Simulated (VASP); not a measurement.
# Os (P6_3/mmc) in VASP: a series of runs

Aim: see how the results for Os move with the level of theory and the settings. Levels: PBE-based screened hybrid with 25 % exact exchange, b88 exchange, pbe correlation. Tasks: single point.

All numbers are computed with VASP 6.6.1; they aren't measurements. Logs are shortened: lines on timing, memory, paths and dates and some standing lists are left out, and cuts for length are marked.

## (1) The cell of the first run

The structure is hexagonal, space group P6_3/mmc (No. 194). Conventional cell: a = 2.752 Å, b = 2.752 Å, c = 4.348 Å, α = 90.00°, β = 90.00°, γ = 120.00°. Within 3.6 Å of Os (site symmetry -6m2) lie 12 Os at 2.69 to 2.75 Å.

## (2) Single point, PBE-based screened hybrid with 25 % exact exchange

File POSCAR:

```
Os
1.0
    2.7522071502      0.0000000000      0.0000000000
   -1.3761035751      2.3834813086      0.0000000000
    0.0000000000      0.0000000000      4.3483081185
Os
2
Direct
    0.6666666667      0.3333333333      0.7500000000
    0.3333333333      0.6666666667      0.2500000000
```

File INCAR.step1:

```
ALGO = Normal
EDIFF = 1E-5
ENCUT = 520
GGA = PE
ISIF = 2
ISMEAR = -1
LASPH = True
LCHARG = False
LREAL = False
LWAVE = True
NBANDS = 15
NELM = 100
PREC = Accurate
SIGMA = 0.05
```

File INCAR.step2:

```
AEXX = 0.25
ALGO = Normal
EDIFF = 1E-6
ENCUT = 520
GGA = PE
HFSCREEN = 0.3
ISIF = 2
ISMEAR = -1
ISTART = 1
LASPH = True
LCHARG = False
LHFCALC = True
LREAL = False
LWAVE = False
NBANDS = 15
NELM = 100
PREC = Accurate
PRECFOCK = Normal
SIGMA = 0.05
```

File KPOINTS:

```
k-points
0
Gamma
  6 6 3
```

Potentials or basis: VASP PAW PBE potentials, release 64 (Os).

Launch:

```console
cat potpaw_PBE.64/Os/POTCAR > POTCAR
cp INCAR.step1 INCAR
mpirun -np 1 vasp_std > vasp.out
cp INCAR.step2 INCAR
mpirun -np 1 vasp_std > vasp.out
```

OUTCAR:

```text
AEXX = 0.25
   EDIFF = 1E-6
   ENCUT = 520
   GGA = PE
   HFSCREEN = 0.3
   ISIF = 2
   ISMEAR = -1
   ISTART = 1
   LASPH = True
   LHFCALC = True
   LREAL = False
   NELM = 100
   PREC = Accurate
   PRECFOCK = Normal

 ion  position               nearest neighbor table
   1  0.667  0.333  0.750-   2 2.69   2 2.69   2 2.69   2 2.69   2 2.69   2 2.69
   2  0.333  0.667  0.250-   1 2.69   1 2.69   1 2.69   1 2.69   1 2.69   1 2.69

  LATTYP: Found a hexagonal cell.
 ALAT       =     2.7522071502
 C/A-ratio  =     1.5799348963

  Lattice vectors:

 A1 = (   2.7522071502,   0.0000000000,   0.0000000000)
 A2 = (  -1.3761035751,   2.3834813086,   0.0000000000)
 A3 = (   0.0000000000,   0.0000000000,   4.3483081185)

Analysis of symmetry for initial positions (statically):
=====================================================================
 Subroutine PRICEL returns:
 Original cell was already a primitive cell.

 Routine SETGRP: Setting up the symmetry group for a
 hexagonal supercell.

 Subroutine GETGRP returns: Found 24 space group operations
 (whereof 12 operations were pure point group operations)
 out of a pool of 24 trial point group operations.

The static configuration has the point symmetry D_3d.
 The point group associated with its full space group is D_6h.

Analysis of symmetry for dynamics (positions and initial velocities):
=====================================================================
 Subroutine PRICEL returns:
 Original cell was already a primitive cell.

 Routine SETGRP: Setting up the symmetry group for a
 hexagonal supercell.

 Subroutine GETGRP returns: Found 24 space group operations
 (whereof 12 operations were pure point group operations)
 out of a pool of 24 trial point group operations.

The dynamic configuration has the point symmetry D_3d.
 The point group associated with its full space group is D_6h.

 Subroutine INISYM returns: Found 24 space group operations
 (whereof 12 operations are pure point group operations),
 and found     1 'primitive' translations

----------------------------------------------------------------------------------------

                                     Primitive cell

  volume of cell :      28.5242

  direct lattice vectors                    reciprocal lattice vectors
     2.752207150  0.000000000  0.000000000     0.363344743  0.209777185  0.000000000
    -1.376103575  2.383481309  0.000000000     0.000000000  0.419554370  0.000000000
     0.000000000  0.000000000  4.348308119     0.000000000  0.000000000  0.229974503

  length of vectors
[... 90 lines left out ...]
     AMIX     =   0.40;   BMIX     =  1.00
     AMIX_MAG =   1.60;   BMIX_MAG =  1.00
  volume/ion in A,a.u.               =      14.26        96.25
  Fermi-wavevector in a.u.,A,eV,Ry     =   1.350135  2.551385 24.801566  1.822864
  Thomas-Fermi vector in A             =   2.477664
   LORBIT       =      0    0 simple, 1 ext, 2 COOP (PROOUT), +10 PAW based schemes
   GGA     = PE    functional components
   LHFCALC =     T    Hartree Fock is set to
   PRECFOCK=normal    Normal, Fast or Accurate (Low or Medium for compatibility)
   ENCUT4O =  -1.0   cutoff for four orbital integrals eV
   NKREDX  =     1    reduce k-point grid by
   NKREDY  =     1    reduce k-point grid by
   NKREDZ  =     1    reduce k-point grid by
   AEXX    =    0.2500 exact exchange contribution
   HFSCREEN=    0.3000 screening length (either q_TF or 0.3 A-1)
   HFSCREENC=   0.3000 screening length for correlation (either q_TF or 0.3 A-1)
   ENCUTFOCK=  -1.0 apply spherical cutoff to Coloumb kernel
   IVDW    =     0    specifies the selected vdW correction
   LEPSILON=     F    determine dielectric tensor
   LRPA    =     F    only Hartree local field effects (RPA)
 non-spin polarized calculation
  energy-cutoff  :      520.00
  volume of cell :       28.52
 maximum number of plane-waves:       779
  NGX = 16; NGY = 16; NGZ = 28

 number of electron      16.0000000 magnetization

 Free energy of the ion-electron system (eV)
  ---------------------------------------------------
  ext. energy  EPLUGINS =         0.00000000
  ---------------------------------------------------
  free energy    TOTEN  =       -25.10773710 eV

  energy without entropy =      -25.09793886  energy(sigma->0) =      -25.10283798

 E-fermi :   8.9236     XC(G=0): -11.4858

 val. band max:        8.9132022249   @ k =   0.1667   0.1667   0.0000
 cond. band min:       9.0076976878   @ k =   0.1667   0.0000   0.3333
 fundamental gap:      0.0944954630
 Fermi energy:         8.9235939535

 k-point     1 :       0.0000    0.0000    0.0000
  band No.  band energies     occupation
      1      -2.8785      2.00000
      2       0.5154      2.00000
      3       5.5681      2.00000
      4       5.5681      2.00000
      5       5.9154      2.00000
      6       6.4216      2.00000
      7       6.4216      2.00000
      8       7.0765      2.00000
      9       7.0765      2.00000
     10       8.7847      1.88294
     11      10.7520      0.00000
     12      10.7520      0.00000
     13      18.7083      0.00000
     14      23.8381      0.00000
[... 221 lines left out ...]
      2       2.6770      2.00000
      3       2.7482      2.00000
      4       3.8885      2.00000
      5       5.1047      2.00000
      6       5.1047      2.00000
      7       7.1427      2.00000
      8       8.4466      1.99986
      9      10.7993      0.00000
     10      10.7993      0.00000
     11      16.4261      0.00000
     12      16.4261      0.00000
     13      19.2461      0.00000
     14      20.6847      0.00000
     15      20.6847      0.00000

------------------------ aborting loop because EDIFF is reached ----------------------------------------

  FORCE on cell =-STRESS in cart. coord.  units (eV):
  Direction    XX          YY          ZZ          XY          YZ          ZX
  --------------------------------------------------------------------------------------
  -------------------------------------------------------------------------------------
  Total       -1.6305297     -1.6305297     -2.4546849      0.0000000      0.0000000      0.0000000
  in kB      -91.5853701    -91.5853702   -137.8774227      0.0000000      0.0000000      0.0000000
  external PRESSURE =    -107.0160543 kB  Pullay stress =       0.0000000 kB

 VOLUME and BASIS-vectors are now :
 -----------------------------------------------------------------------------
  energy-cutoff  :      520.00
  volume of cell :       28.52
      direct lattice vectors                 reciprocal lattice vectors
     2.752207150  0.000000000  0.000000000     0.363344743  0.209777185  0.000000000
    -1.376103575  2.383481309  0.000000000     0.000000000  0.419554370  0.000000000
     0.000000000  0.000000000  4.348308119     0.000000000  0.000000000  0.229974503

 POSITION                                       TOTAL-FORCE (eV/Angst)
 -----------------------------------------------------------------------------------
      1.37610      0.79449      3.26123        -0.000000      0.000000      0.000000
     -0.00000      1.58899      1.08708         0.000000     -0.000000     -0.000000
 -----------------------------------------------------------------------------------
    total drift:                                0.000000      0.000000      0.000001

  FREE ENERGIE OF THE ION-ELECTRON SYSTEM (eV)
  ---------------------------------------------------
  free  energy   TOTEN  =       -25.1077371011 eV

  energy  without entropy=      -25.0979388625  energy(sigma->0) =      -25.10283798
```

OUTCAR.step1:

```text
EDIFF = 1E-5
   ENCUT = 520
   GGA = PE
   ISIF = 2
   ISMEAR = -1
[... 462 lines left out ...]
 -----------------------------------------------------------------------------------
      1.37610      0.79449      3.26123        -0.000000      0.000000      0.000000
     -0.00000      1.58899      1.08708         0.000000     -0.000000      0.000000
 -----------------------------------------------------------------------------------
    total drift:                                0.000000     -0.000000     -0.000000

  FREE ENERGIE OF THE ION-ELECTRON SYSTEM (eV)
  ---------------------------------------------------
  free  energy   TOTEN  =       -22.3737000689 eV

  energy  without entropy=      -22.3611747597  energy(sigma->0) =      -22.36743741
```

OSZICAR.step1:

```text
N       E                     dE             d eps       ncg     rms          rms(c)
DAV:   1     0.106177932611E+03    0.10618E+03   -0.74178E+03   420   0.102E+03
DAV:   2    -0.188627517336E+02   -0.12504E+03   -0.11099E+03   427   0.334E+02
DAV:   3    -0.237165443421E+02   -0.48538E+01   -0.46552E+01   546   0.564E+01
DAV:   4    -0.237522946530E+02   -0.35750E-01   -0.35720E-01   462   0.521E+00
DAV:   5    -0.237525076525E+02   -0.21300E-03   -0.21299E-03   560   0.369E-01    0.225E+01
DAV:   6    -0.226646856704E+02    0.10878E+01   -0.93007E-01   539   0.824E+00    0.101E+01
DAV:   7    -0.223818307781E+02    0.28285E+00   -0.52550E-01   525   0.602E+00    0.827E-01
DAV:   8    -0.223741168277E+02    0.77140E-02   -0.58934E-03   420   0.567E-01    0.144E-01
DAV:   9    -0.223737566378E+02    0.36019E-03   -0.13950E-03   546   0.394E-01    0.510E-02
DAV:  10    -0.223737324776E+02    0.24160E-04   -0.16290E-05   400   0.377E-02    0.397E-02
DAV:  11    -0.223737004576E+02    0.32020E-04   -0.53172E-06   287   0.218E-02    0.216E-03
DAV:  12    -0.223737000689E+02    0.38867E-06   -0.35104E-07   217   0.473E-03
   1 F= -.22373700E+02 E0= -.22367437E+02  d E =-.125253E-01
```

It took 13 min on 1 thread of Intel Xeon Platinum 8259CL at 2.50GHz (Skylake/Cascade Lake), shared host; peak memory 0.25 GiB.

What came out:

- Free energy: -25.1077 eV
- Pressure: -10.7 GPa
- Band gap on the k mesh: zero (bands 8 and 9 overlap by 4.08 eV)

Caveat: the k points lie up to 0.48 Å⁻¹ apart, too coarse for converged energies and pressures of a metal; the PAW data sets were made with another functional, which shifts forces and pressure a little; spin-orbit coupling is left out, which moves the levels of the heavy elements.

[end of part 1 of 2]

The gap in the log of VASP goes by the Fermi energy; the results here count the filled bands.